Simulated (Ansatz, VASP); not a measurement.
One calculation of Ta18N18O, two programs

```xyz
37
Lattice="7.7675 4.4846 0.0000 -7.7675 4.4846 0.0000 0.0000 0.0000 5.7918" Properties=species:S:1:pos:R:3 pbc="T T T"
Ta   -0.0268    0.0505   -0.0458
Ta   -2.5892    4.4887   -0.0029
Ta    2.6028    4.4649   -0.0081
Ta   -5.1252    2.9817    1.4464
Ta   -0.0049    2.9902    1.4464
Ta    5.1858    2.9854    1.4464
Ta   -2.5836    1.5014    1.4464
Ta    2.5926    1.4883    1.4464
Ta   -0.0162    5.9314    1.4464
Ta   -0.0268    0.0505    2.9386
Ta   -2.5892    4.4887    2.8957
Ta    2.6028    4.4649    2.9009
Ta   -5.1784    2.9884    4.3423
Ta    0.0009    2.9917    4.3423
Ta    5.1629    2.9913    4.3423
Ta   -2.5879    1.4971    4.3423
Ta    2.5991    1.5110    4.3423
Ta    0.0047    5.9808    4.3423
N    -5.7019    4.5211   -0.0448
N    -0.5504    4.4836   -0.0098
N     4.6379    4.4882    0.0001
N    -3.6043    2.7205   -0.0098
N     1.5651    2.7141    0.0001
N    -1.0609    7.2006   -0.0448
N    -1.0361    1.7986   -0.0026
N    -3.6088    6.2547    0.0061
N     1.5986    6.2044   -0.0153
N    -5.7019    4.5211    2.9376
N    -0.5504    4.4836    2.9026
N     4.6379    4.4882    2.8927
N    -3.6043    2.7205    2.9026
N     1.5651    2.7141    2.8927
N    -1.0609    7.2006    2.9375
N    -1.0361    1.7986    2.8953
N    -3.6088    6.2547    2.8867
N     1.5986    6.2044    2.9081
O     0.6488   -1.1197    1.4464
```

Alike in both runs: functional PBEsol; k mesh 2 × 2 × 3; occupations methfessel-paxton of order 1, width 0.1 eV; no spin polarisation.

Ansatz relaxed the structure, and its values are those at the end. VASP's run is a single point on that final structure, the one shown.

|  | VASP | Ansatz |
| --- | --- | --- |
| version | VASP 6.6.1 | Ansatz 0.2.0 |
| potentials or method | VASP PAW PBE potentials, release 64 (Ta_pv, N, O), cutoff 520 eV | plane-wave PAW DFT |
| valence electrons in the cell | 294 | 330 |

Ansatz gave:

```
rms of the force components (eV/Å) : 0.001
```

Q: Which values does VASP return?

A: rms of the force components (eV/Å): 0.014.

VASP's potentials were made for PBE, not for PBEsol, and Ansatz warns of the same on its side. VASP's potentials hold 294 valence electrons a cell and Ansatz's 330, so a difference there can come from the potentials and not from the codes.

Spin-orbit coupling is off throughout.
